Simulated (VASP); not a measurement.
TiMoSe4:

```
CELL_PARAMETERS angstrom
5.26584 0.00000 0.00000
0.00000 5.26584 0.00000
0.00000 0.00000 5.26584
ATOMIC_POSITIONS crystal
Ti 0.00000 0.00000 0.00000
Mo 0.50000 0.50000 0.50000
Se 0.75172 0.75172 0.75172
Se 0.24828 0.24828 0.75172
Se 0.24828 0.75172 0.24828
Se 0.75172 0.24828 0.24828
```

The cell was built from a structure type or drawn by symmetry, and may not be a known phase.

```yaml
Program: VASP 6.6.1
Task: relaxation of cell and atoms
Functional: PBE
Potentials_or_basis: VASP PAW PBE potentials, release 64 (Ti_sv, Mo_sv, Se)
Cutoff: 600 eV
k_mesh: 2 × 2 × 2
Occupations: gaussian, width 0.15 eV
Spin: collinear spin
Starting_moments: "[1.0, 1.0, 0.0, 0.0, 0.0, 0.0] μB"
```

At the start: pressure 11.3 GPa; volume 24.34 Å³/atom.

Question: Where does the relaxation end?

Answer: Over 5 steps the energy falls by 114.5 meV/atom and the volume is 27.64 Å³/atom (+13.6 %); space group P-43m (No. 215, to 0.1 Å) before and after; moment 0.00 μB per cell.

Step by step:
| step | energy change (eV) | largest force (eV/Å) | pressure (GPa) | volume (Å³) |
| --- | --- | --- | --- | --- |
| 1 | 0.0000 | 0.7505 | 11.26 | 146.02 |
| 2 | -0.2987 | 0.4978 | -5.87 | 185.24 |
| 3 | -0.6642 | 0.5072 | -0.39 | 166.61 |
| 4 | -0.6642 | 0.5092 | -0.22 | 166.18 |
| 5 | -0.6871 | 0.0084 | 0.24 | 165.83 |

Final structure:
```yaml
crystal:
  lattice:
    - [5.49395, 0.00000, 0.00000]
    - [0.00000, 5.49395, 0.00000]
    - [0.00000, 0.00000, 5.49395]
  atoms:
    - { symbol: Ti, position: [0.00000, 0.00000, 0.00000] }
    - { symbol: Mo, position: [0.50000, 0.50000, 0.50000] }
    - { symbol: Se, position: [0.74707, 0.74707, 0.74707] }
    - { symbol: Se, position: [0.25293, 0.25293, 0.74707] }
    - { symbol: Se, position: [0.25293, 0.74707, 0.25293] }
    - { symbol: Se, position: [0.74707, 0.25293, 0.25293] }
```

Caveat: the k points lie up to 0.57 Å⁻¹ apart in the final cell, too coarse for converged energies and pressures of a metal.
